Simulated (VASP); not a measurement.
Write the native input for VASP 6.6.1 that does the following.

- Task: single point
- Functional: PBE
- Potentials or basis: VASP PAW PBE potentials, release 64 (Co, Bi_d)
- Cutoff: 520 eV
- k mesh: 13 × 13 × 13
- Occupations: fermi-dirac, width 0.05 eV
- Spin: collinear spin, ferromagnetic start
- Starting moments: [2.0, 0.0] μB
- Dipole correction: no
- Further INCAR settings: ALGO = Normal; EDIFF = 1e-06; NBANDS = 23

The structure of CoBi (rocksalt type) lies in POSCAR:

```
CoBi
1.0
    0.0000000000      2.7003338995      2.7003338995
    2.7003338995      0.0000000000      2.7003338995
    2.7003338995      2.7003338995      0.0000000000
Co Bi
1 1
Direct
    0.0000000000      0.0000000000      0.0000000000
    0.5000000000      0.5000000000      0.5000000000
```

These files were run (other wordings do the same):

INCAR

```
SYSTEM = CoBi
ALGO = Normal
EDIFF = 1E-6
ENCUT = 520
GGA = PE
ISIF = 2
ISMEAR = -1
ISPIN = 2
LASPH = .True.
LCHARG = .False.
LMAXMIX = 4
LORBIT = 11
LREAL = .False.
LWAVE = .False.
MAGMOM = 2 0
NBANDS = 23
NELM = 150
PREC = Accurate
SIGMA = 0.05
```

KPOINTS

```
k-points
0
Gamma
  13 13 13
  0 0 0
```

Potentials or basis: VASP PAW PBE potentials, release 64 (Co, Bi_d).

Command:

```console
$ cat potpaw_PBE.64/Co/POTCAR potpaw_PBE.64/Bi_d/POTCAR > POTCAR
$ mpirun -np 1 vasp_std > vasp.out
```

It gave:

```yaml
Pressure: -0.1 GPa
Net_moment: 0.54 μB per cell
Site_moments: Co +0.59; Bi -0.03 μB
Valence_electrons_inside_the_program's_atomic_spheres: Co 8.16; Bi 12.89
```

Wall time 4 min on 1 thread of Intel Xeon 8259CL (shared host), peak memory 0.26 GiB.
